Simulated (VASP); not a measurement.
# Hf (Fm-3m) in VASP: notebook, part 2 of 2

VASP 6.6.1. The steps go on from the part before.

### Step 4. Electric field gradients, LDA (volume scaled by 0.96)

Input file INCAR:

```
SYSTEM = Hf
  ALGO = Normal
  EDIFF = 1E-8
  ENCUT = 520
  GGA = CA
  ISIF = 2
  ISMEAR = -1
  LASPH = .TRUE.
  LCHARG = .FALSE.
  LEFG = .TRUE.
  LREAL = .FALSE.
  LWAVE = .FALSE.
  NBANDS = 11
  NELM = 100
  PREC = Accurate
  SIGMA = 0.03
```

Input file KPOINTS:

```
k-points
0
G
  13 13 13
  0 0 0
```

Input file POSCAR:

```
Hf
1.0
    0.0000000000      2.1899963220      2.1899963220
    2.1899963220      0.0000000000      2.1899963220
    2.1899963220      2.1899963220      0.0000000000
Hf
1
Direct
    0.0000000000      0.0000000000      0.0000000000
```

Potentials or basis: VASP PAW LDA potentials, release 64 (Hf_pv).

Launch:

```
> cat potpaw_LDA.64/Hf_pv/POTCAR > POTCAR
> mpirun -np 1 vasp_std > vasp.out
```

OUTCAR:

```text
SYSTEM = Hf
   EDIFF = 1E-8
   ENCUT = 520
   GGA = CA
   ISIF = 2
   ISMEAR = -1
   LASPH = .TRUE.
   LREAL = .FALSE.
   NELM = 100
   PREC = Accurate

 ion  position               nearest neighbor table
   1  0.000  0.000  0.000-

  LATTYP: Found a face centered cubic cell.
 ALAT       =     4.3799926440

  Lattice vectors:

 A1 = (   0.0000000000,   2.1899963220,   2.1899963220)
 A2 = (   2.1899963220,   0.0000000000,   2.1899963220)
 A3 = (   2.1899963220,   2.1899963220,   0.0000000000)

Analysis of symmetry for initial positions (statically):
=====================================================================
 Subroutine PRICEL returns:
 Original cell was already a primitive cell.

 Routine SETGRP: Setting up the symmetry group for a
 face centered cubic supercell.

 Subroutine GETGRP returns: Found 48 space group operations
 (whereof 48 operations were pure point group operations)
 out of a pool of 48 trial point group operations.

The static configuration has the point symmetry O_h .

Analysis of symmetry for dynamics (positions and initial velocities):
=====================================================================
 Subroutine PRICEL returns:
 Original cell was already a primitive cell.

 Routine SETGRP: Setting up the symmetry group for a
 face centered cubic supercell.

 Subroutine GETGRP returns: Found 48 space group operations
 (whereof 48 operations were pure point group operations)
 out of a pool of 48 trial point group operations.

The dynamic configuration has the point symmetry O_h .

 Subroutine INISYM returns: Found 48 space group operations
 (whereof 48 operations are pure point group operations),
 and found     1 'primitive' translations

----------------------------------------------------------------------------------------

                                     Primitive cell

  volume of cell :      21.0068

  direct lattice vectors                    reciprocal lattice vectors
     0.000000000  2.189996322  2.189996322    -0.228310886  0.228310886  0.228310886
     2.189996322  0.000000000  2.189996322     0.228310886 -0.228310886  0.228310886
     2.189996322  2.189996322  0.000000000     0.228310886  0.228310886 -0.228310886

  length of vectors
     3.097122500  3.097122500  3.097122500     0.395446054  0.395446054  0.395446054

  position of ions in fractional coordinates (direct lattice)
     0.000000000  0.000000000  0.000000000

  ion indices of the primitive-cell ions
   primitive index   ion index
                 1           1

----------------------------------------------------------------------------------------

 KPOINTS: k-points

Automatic generation of k-mesh.
 Grid dimensions read from file:
 generate k-points for:   13   13   13

 Generating k-lattice:

[... 63 lines left out ...]
   EDIFFG = 0.1E-06   stopping-criterion for IOM
   NSW    =      0    number of steps for IOM
   IBRION =     -1    ionic relax: 0-MD 1-quasi-New 2-CG
   NFREE  =      0    steps in history (QN), initial steepest desc. (CG)
   ISIF   =      2    stress and relaxation
   ISYM   =      2    0-nonsym 1-usesym 2-fastsym
   POTIM  = 0.5000    time-step for ionic-motion
   TEBEG  =    0.0;   TEEND  =   0.0 temperature during run
   PSTRESS=    0.0 pullay stress
   NELECT =      10.0000    total number of electrons
   NUPDOWN=      -1.0000    fix difference up-down
   EMIN   =  10.00;   EMAX   =-10.00  energy-range for DOS
   EFERMI =   0.00;   METHOD = LEGACY
   ISMEAR =    -1;   SIGMA  =   0.03  broadening in eV -4-tet -1-fermi 0-gaus
   EFERMI_NEDOS =   21; number of points for ismear=-14 and -15
   IALGO  =     38    algorithm
   IMIX   =      4    mixing-type and parameters
     AMIX     =   0.40;   BMIX     =  1.00
     AMIX_MAG =   1.60;   BMIX_MAG =  1.00
  volume/ion in A,a.u.               =      21.01       141.76
  Fermi-wavevector in a.u.,A,eV,Ry     =   1.278267  2.415574 22.231451  1.633966
  Thomas-Fermi vector in A             =   2.410819
   LORBIT       =      0    0 simple, 1 ext, 2 COOP (PROOUT), +10 PAW based schemes
   GGA     = CA    functional components
   LHFCALC =     F    Hartree Fock is set to
   AEXX    =    0.0000 exact exchange contribution
   IVDW    =     0    specifies the selected vdW correction
   LEPSILON=     F    determine dielectric tensor
   LRPA    =     F    only Hartree local field effects (RPA)
 non-spin polarized calculation
  energy-cutoff  :      520.00
  volume of cell :       21.01
 maximum number of plane-waves:       578
   NGX = 11   NGY = 11   NGZ = 11

 number of electron      10.0000001 magnetization

 Free energy of the ion-electron system (eV)
  ---------------------------------------------------
  ext. energy  EPLUGINS =         0.00000000
  ---------------------------------------------------
  free energy    TOTEN  =       -10.63041077 eV

  energy without entropy =      -10.62559503  energy(sigma->0) =      -10.62800290

 E-fermi :   5.0713     XC(G=0): -11.7620

 val. band max:        5.0635496773   @ k =   0.3846   0.0769   0.0000
 cond. band min:       5.0819418532   @ k =   0.3077   0.0000   0.0000
 fundamental gap:      0.0183921758
 Fermi energy:         5.0712532181

 k-point     1 :       0.0000    0.0000    0.0000
  band No.  band energies     occupation
      1     -24.5708      2.00000
      2     -24.5708      2.00000
      3     -24.5708      2.00000
      4      -2.2864      2.00000
      5       6.4161      0.00000
      6       6.4161      0.00000
      7       6.4161      0.00000
      8       9.3990      0.00000
      9       9.3990      0.00000
     10      16.6978      0.00000
     11      17.3879      0.00000
[... 309 lines left out ...]
 k-point    24 :       0.4615    0.1538    0.0000
  band No.  band energies     occupation
      1     -25.4667      2.00000
      2     -24.8208      2.00000
      3     -24.7591      2.00000
      4       1.8248      2.00000
      5       4.6478      2.00000
      6       5.7029      0.00000
      7       7.0339      0.00000
      8      11.4268      0.00000
      9      11.8218      0.00000
     10      15.2970      0.00000
     11      17.3982      0.00000

 [... further k-points ...]
[... 5 lines left out ...]
  --------------------------------------------------------------------------------------
  -------------------------------------------------------------------------------------
  Total       -0.1510217     -0.1510217     -0.1510217     -0.0000000     -0.0000000      0.0000000
  in kB      -11.5183406    -11.5183406    -11.5183406     -0.0000000     -0.0000000      0.0000000
  external PRESSURE =     -11.5183406 kB  Pullay stress =       0.0000000 kB

 VOLUME and BASIS-vectors are now :
 -----------------------------------------------------------------------------
  energy-cutoff  :      520.00
  volume of cell :       21.01
      direct lattice vectors                 reciprocal lattice vectors
     0.000000000  2.189996322  2.189996322    -0.228310886  0.228310886  0.228310886
     2.189996322  0.000000000  2.189996322     0.228310886 -0.228310886  0.228310886
     2.189996322  2.189996322  0.000000000     0.228310886  0.228310886 -0.228310886

 POSITION                                       TOTAL-FORCE (eV/Angst)
 -----------------------------------------------------------------------------------
      0.00000      0.00000      0.00000         0.000000      0.000000      0.000000
 -----------------------------------------------------------------------------------
    total drift:                               -0.000000      0.000000     -0.000000

  FREE ENERGIE OF THE ION-ELECTRON SYSTEM (eV)
  ---------------------------------------------------
  free  energy   TOTEN  =       -10.6304107697 eV

  energy  without entropy=      -10.6255950287  energy(sigma->0) =      -10.62800290

 Electric field gradients (V/A^2)
---------------------------------------------------------------------
 ion       V_xx      V_yy      V_zz      V_xy      V_xz      V_yz
---------------------------------------------------------------------
   1       0.000     0.000    -0.000    -0.000    -0.000    -0.000
---------------------------------------------------------------------

 Electric field gradients after diagonalization (V/A^2)
 (convention: |V_zz| > |V_xx| > |V_yy|)
----------------------------------------------------------------------
 ion       V_xx      V_yy      V_zz     asymmetry (V_yy - V_xx)/ V_zz
----------------------------------------------------------------------
   1       0.000     0.000    -0.000       0.000
----------------------------------------------------------------------

           NMR quadrupolar parameters

 Cq : quadrupolar parameter    Cq=e*Q*V_zz/h
 eta: asymmetry parameters     (V_yy - V_xx)/ V_zz
 Q  : nuclear electric quadrupole moment in mb (millibarn)
----------------------------------------------------------------------
 ion       Cq(MHz)       eta       Q (mb)
----------------------------------------------------------------------
   1      -0.000       0.000       1.000
----------------------------------------------------------------------
```

stdout:

```text
POSCAR found type information on POSCAR Hf
 POSCAR found :  1 types and       1 ions
 scaLAPACK will be used
 LDA part: xc-table for (Slater(with rela. corr.)+CA(PZ))
 , standard interpolation
 POSCAR, INCAR and KPOINTS ok, starting setup
 FFT: planning ... GRIDC
 FFT: planning ... GRID_SOFT
 FFT: planning ... GRID
 WAVECAR not read
 entering main loop
ion   1
```

It took 6.3 s on 1 thread of Intel Xeon 6975P-C, shared host; peak memory 0.14 GiB.

What came out:

```
Free energy            : -10.6304 eV
Pressure               : -1.2 GPa
Band gap on the k mesh : zero (band 5 reaches 6.42 eV, above the bottom of band 6 at 4.49 eV)
```

Caveat: without QUAD_EFG the Cq values of the log hold for a quadrupole moment of 1 mb, not for the nuclei; spin-orbit coupling is left out, which moves the levels of the heavy elements.
